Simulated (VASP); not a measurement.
# Rb (Im-3m) in VASP: settings compared

Rb is run at these levels: rpbe exchange, lyp correlation, PBE; tasks: single point.

Program: VASP 6.6.1. These are calculated values, not measurements. Logs are shortened: lines on timing, memory, paths and dates and some standing lists are left out, and cuts for length are marked.

## (1) The cell of the first run

It takes space group Im-3m (No. 229, cubic). The conventional cell has a = 5.642 Å, b = 5.642 Å, c = 5.642 Å, α = 90.00°, β = 90.00°, γ = 90.00°.

## (2) Single point, rpbe exchange, lyp correlation (89.80 Å³/atom)

File INCAR:

```
PREC = Accurate ; ENCUT = 500
EDIFF = 1E-6 ; ISMEAR = -1
SIGMA = 0.01 ; LREAL = False
LASPH = True ; NELM = 120
ALGO = Normal ; ISIF = 2
LWAVE = False ; LCHARG = False
GGA = LIBXC ; LIBXC1 = GGA_X_RPBE
LIBXC2 = GGA_C_LYP ; NBANDS = 10
GGA_COMPAT = False
```

File KPOINTS:

```
Automatic mesh
0
Gamma
  7 7 7
```

File POSCAR:

```
Rb
1.0
   -2.8210601435      2.8210601435      2.8210601435
    2.8210601435     -2.8210601435      2.8210601435
    2.8210601435      2.8210601435     -2.8210601435
Rb
1
Direct
    0.0000000000      0.0000000000      0.0000000000
```

Potentials or basis: VASP PAW PBE potentials, release 64 (Rb_sv).

On the command line:

```sh
$ cat potpaw_PBE.64/Rb_sv/POTCAR > POTCAR
$ mpirun -np 1 vasp_std > vasp.out
```

OUTCAR:

```text
PREC = Accurate
   ENCUT = 500
   EDIFF = 1E-6
   ISMEAR = -1
   LREAL = False
   LASPH = True
   NELM = 120
   ISIF = 2
   GGA = LIBXC

 ion  position               nearest neighbor table
   1  0.000  0.000  0.000-

  LATTYP: Found a body centered cubic cell.
 ALAT       =     5.6421202870

  Lattice vectors:

 A1 = (  -2.8210601435,   2.8210601435,   2.8210601435)
 A2 = (   2.8210601435,  -2.8210601435,   2.8210601435)
 A3 = (   2.8210601435,   2.8210601435,  -2.8210601435)

Analysis of symmetry for initial positions (statically):
=====================================================================
 Subroutine PRICEL returns:
 Original cell was already a primitive cell.

 Routine SETGRP: Setting up the symmetry group for a
 body centered cubic supercell.

 Subroutine GETGRP returns: Found 48 space group operations
 (whereof 48 operations were pure point group operations)
 out of a pool of 48 trial point group operations.

The static configuration has the point symmetry O_h .

Analysis of symmetry for dynamics (positions and initial velocities):
=====================================================================
 Subroutine PRICEL returns:
 Original cell was already a primitive cell.

 Routine SETGRP: Setting up the symmetry group for a
 body centered cubic supercell.

 Subroutine GETGRP returns: Found 48 space group operations
 (whereof 48 operations were pure point group operations)
 out of a pool of 48 trial point group operations.

The dynamic configuration has the point symmetry O_h .

 Subroutine INISYM returns: Found 48 space group operations
 (whereof 48 operations are pure point group operations),
 and found     1 'primitive' translations

----------------------------------------------------------------------------------------

                                     Primitive cell

  volume of cell :      89.8043

  direct lattice vectors                    reciprocal lattice vectors
    -2.821060144  2.821060144  2.821060144     0.000000000  0.177238334  0.177238334
     2.821060144 -2.821060144  2.821060144     0.177238334  0.000000000  0.177238334
     2.821060144  2.821060144 -2.821060144     0.177238334  0.177238334  0.000000000

  length of vectors
     4.886219500  4.886219500  4.886219500     0.250652856  0.250652856  0.250652856

  position of ions in fractional coordinates (direct lattice)
     0.000000000  0.000000000  0.000000000

  ion indices of the primitive-cell ions
   primitive index   ion index
                 1           1

----------------------------------------------------------------------------------------

 KPOINTS: Automatic mesh

Automatic generation of k-mesh.
 Grid dimensions read from file:
 generate k-points for:    7    7    7

 Generating k-lattice:

  Cartesian coordinates                     Fractional coordinates (reciprocal lattice)
     0.000000000  0.025319762  0.025319762     0.142857143  0.000000000  0.000000000
     0.025319762  0.000000000  0.025319762     0.000000000  0.142857143  0.000000000
     0.025319762  0.025319762  0.000000000     0.000000000  0.000000000  0.142857143

  Length of vectors
     0.035807551  0.035807551  0.035807551

  Shift w.r.t. Gamma in fractional coordinates (k-lattice)
     0.000000000  0.000000000  0.000000000

 Subroutine IBZKPT returns following result:
 ===========================================

 Found     20 irreducible k-points:

 Following reciprocal coordinates:
            Coordinates               Weight
  0.000000  0.000000  0.000000      1.000000
  0.142857  0.000000  0.000000     12.000000
  0.285714  0.000000  0.000000     12.000000
  0.428571  0.000000  0.000000     12.000000
  0.142857  0.142857  0.000000     24.000000
  0.285714  0.142857  0.000000     48.000000
[... 12 lines left out ...]
 -0.428571 -0.428571  0.285714      8.000000
 -0.428571  0.428571  0.428571      6.000000
   k-points           NKPTS =     20   k-points in BZ     NKDIM =     20   number of bands    NBANDS=     10
   number of dos      NEDOS =    301   number of ions     NIONS =      1
   total plane-waves  NPLWV =  46656
   dimension x,y,z NGX =    36 NGY =   36 NGZ =   36
   dimension x,y,z NGXF=    72 NGYF=   72 NGZF=   72
   ions per type =               1
   NGX,Y,Z   is equivalent  to a cutoff of  12.25, 12.25, 12.25 a.u.
   NGXF,Y,Z  is equivalent  to a cutoff of  24.50, 24.50, 24.50 a.u.
 SYSTEM =  unknown system
   PREC   = accura    normal or accurate (medium, high low for compatibility)
   ISTART =      0    job   : 0-new  1-cont  2-samecut
   ICHARG =      2    charge: 1-file 2-atom 10-const
   ISPIN  =      1    spin polarized calculation?
   LNONCOLLINEAR =      F non collinear calculations
   LSORBIT =      F    spin-orbit coupling
   LASPH  =      T    aspherical Exc in radial PAW
   ENCUT  =  500.0 eV  36.75 Ry    6.06 a.u.   8.91  8.91  8.91*2*pi/ulx,y,z
   NELM   =    120;   NELMIN=  2; NELMDL= -5     # of ELM steps
   EDIFF  = 0.1E-05   stopping-criterion for ELM
   LREAL  =      F    real-space projection
   EDIFFG = 0.1E-04   stopping-criterion for IOM
   NSW    =      0    number of steps for IOM
   IBRION =     -1    ionic relax: 0-MD 1-quasi-New 2-CG
   NFREE  =      0    steps in history (QN), initial steepest desc. (CG)
   ISIF   =      2    stress and relaxation
   ISYM   =      2    0-nonsym 1-usesym 2-fastsym
   POTIM  = 0.5000    time-step for ionic-motion
   TEBEG  =    0.0;   TEEND  =   0.0 temperature during run
   PSTRESS=    0.0 pullay stress
   NELECT =       9.0000    total number of electrons
   NUPDOWN=      -1.0000    fix difference up-down
   EMIN   =  10.00;   EMAX   =-10.00  energy-range for DOS
   EFERMI =   0.00;   METHOD = LEGACY
   ISMEAR =    -1;   SIGMA  =   0.01  broadening in eV -4-tet -1-fermi 0-gaus
   EFERMI_NEDOS =   21; number of points for ismear=-14 and -15
   IALGO  =     38    algorithm
   IMIX   =      4    mixing-type and parameters
     AMIX     =   0.40;   BMIX     =  1.00
     AMIX_MAG =   1.60;   BMIX_MAG =  1.00
  volume/ion in A,a.u.               =      89.80       606.03
  Fermi-wavevector in a.u.,A,eV,Ry     =   0.760425  1.436996  7.867527  0.578247
  Thomas-Fermi vector in A             =   1.859440
   LORBIT       =      0    0 simple, 1 ext, 2 COOP (PROOUT), +10 PAW based schemes
   GGA     = LIBXC    functional components
   LHFCALC =     F    Hartree Fock is set to
   AEXX    =    0.0000 exact exchange contribution
   IVDW    =     0    specifies the selected vdW correction
   LEPSILON=     F    determine dielectric tensor
   LRPA    =     F    only Hartree local field effects (RPA)
 non-spin polarized calculation
  energy-cutoff  :      500.00
  volume of cell :       89.80
 maximum number of plane-waves:      2302
   NGX = 17   NGY = 17   NGZ = 17

 number of electron       9.0000000 magnetization

 Free energy of the ion-electron system (eV)
  ---------------------------------------------------
  ext. energy  EPLUGINS =         0.00000000
  ---------------------------------------------------
  free energy    TOTEN  =        -0.51221453 eV

  energy without entropy =       -0.51145987  energy(sigma->0) =       -0.51183720

 E-fermi :   0.5379     XC(G=0):  -5.0060

 val. band max:        0.5257223764   @ k =  -0.2857   0.4286   0.1429
 cond. band min:       0.6715713447   @ k =  -0.4286   0.4286   0.1429
 fundamental gap:      0.1458489683
 Fermi energy:         0.5378592775

 k-point     1 :       0.0000    0.0000    0.0000
  band No.  band energies     occupation
      1     -28.5089      2.00000
      2     -12.5564      2.00000
      3     -12.5564      2.00000
      4     -12.5564      2.00000
      5      -1.4198      2.00000
      6       4.0926      0.00000
      7       4.0926      0.00000
      8       4.0926      0.00000
      9       5.0231      0.00000
     10       5.0231      0.00000

 k-point     2 :       0.1429    0.0000    0.0000
  band No.  band energies     occupation
      1     -28.5080      2.00000
      2     -12.5755      2.00000
      3     -12.5627      2.00000
      4     -12.5564      2.00000
      5      -1.1766      2.00000
      6       3.7246      0.00000
      7       3.8212      0.00000
      8       4.3181      0.00000
      9       4.7748      0.00000
     10       4.9775      0.00000

 k-point     3 :       0.2857    0.0000    0.0000
  band No.  band energies     occupation
      1     -28.5061      2.00000
      2     -12.6176      2.00000
      3     -12.5768      2.00000
      4     -12.5564      2.00000
      5      -0.4944      2.00000
      6       2.7453      0.00000
      7       3.3743      0.00000
      8       4.8733      0.00000
      9       4.9734      0.00000
     10       5.0298      0.00000

 k-point     4 :       0.4286    0.0000    0.0000
  band No.  band energies     occupation
      1     -28.5046      2.00000
      2     -12.6507      2.00000
      3     -12.5881      2.00000
      4     -12.5564      2.00000
      5       0.4545      1.99952
      6       1.7485      0.00000
      7       3.1007      0.00000
      8       4.7171      0.00000
      9       5.3710      0.00000
     10       5.9933      0.00000
[... 170 lines left out ...]
 k-point    18 :      -0.4286    0.4286    0.2857
  band No.  band energies     occupation
      1     -28.5024      2.00000
      2     -12.6350      2.00000
      3     -12.6113      2.00000
      4     -12.6008      2.00000
      5       1.1907      0.00000
      6       1.9914      0.00000
      7       3.2048      0.00000
      8       3.5513      0.00000
      9       4.4014      0.00000
     10       5.9160      0.00000

 k-point    19 :      -0.4286   -0.4286    0.2857
  band No.  band energies     occupation
      1     -28.5018      2.00000
      2     -12.6290      2.00000
      3     -12.6290      2.00000
      4     -12.6040      2.00000
      5       1.7682      0.00000
      6       1.7682      0.00000
      7       2.7063      0.00000
      8       4.1695      0.00000
      9       4.1695      0.00000
     10       5.5918      0.00000

 k-point    20 :      -0.4286    0.4286    0.4286
  band No.  band energies     occupation
      1     -28.5012      2.00000
      2     -12.6272      2.00000
      3     -12.6240      2.00000
      4     -12.6240      2.00000
      5       1.6600      0.00000
      6       1.8935      0.00000
      7       3.6090      0.00000
      8       3.8108      0.00000
      9       3.8108      0.00000
     10       5.7628      0.00000

------------------------ aborting loop because EDIFF is reached ----------------------------------------

  FORCE on cell =-STRESS in cart. coord.  units (eV):
  Direction    XX          YY          ZZ          XY          YZ          ZX
  --------------------------------------------------------------------------------------
  -------------------------------------------------------------------------------------
  Total        0.1877282      0.1877282      0.1877282      0.0000000     -0.0000000     -0.0000000
  in kB        3.3492151      3.3492151      3.3492151      0.0000000     -0.0000000     -0.0000000
  external PRESSURE =       3.3492151 kB  Pullay stress =       0.0000000 kB

 VOLUME and BASIS-vectors are now :
 -----------------------------------------------------------------------------
  energy-cutoff  :      500.00
  volume of cell :       89.80
      direct lattice vectors                 reciprocal lattice vectors
    -2.821060144  2.821060144  2.821060144     0.000000000  0.177238334  0.177238334
     2.821060144 -2.821060144  2.821060144     0.177238334  0.000000000  0.177238334
     2.821060144  2.821060144 -2.821060144     0.177238334  0.177238334  0.000000000

 POSITION                                       TOTAL-FORCE (eV/Angst)
 -----------------------------------------------------------------------------------
      0.00000      0.00000      0.00000         0.000000      0.000000      0.000000
 -----------------------------------------------------------------------------------
    total drift:                               -0.000000      0.000000      0.000000

  FREE ENERGIE OF THE ION-ELECTRON SYSTEM (eV)
  ---------------------------------------------------
  free  energy   TOTEN  =        -0.5122145278 eV

  energy  without entropy=       -0.5114598749  energy(sigma->0) =       -0.51183720
```

Run time: 12 s. Hardware: 1 thread of Intel Xeon Platinum 8259CL at 2.50GHz (Skylake/Cascade Lake), shared host; peak memory 0.19 GiB.

What came out:

| Property | Result |
| --- | --- |
| Free energy | -0.5122 eV |
| Pressure | 0.3 GPa |
| Band gap on the k mesh | zero (an odd number of electrons rules out a gap without spin polarisation) |

Caveat: the PAW data sets were made with another functional, which shifts forces and pressure a little.

(Part 1 of 2 ends here.)
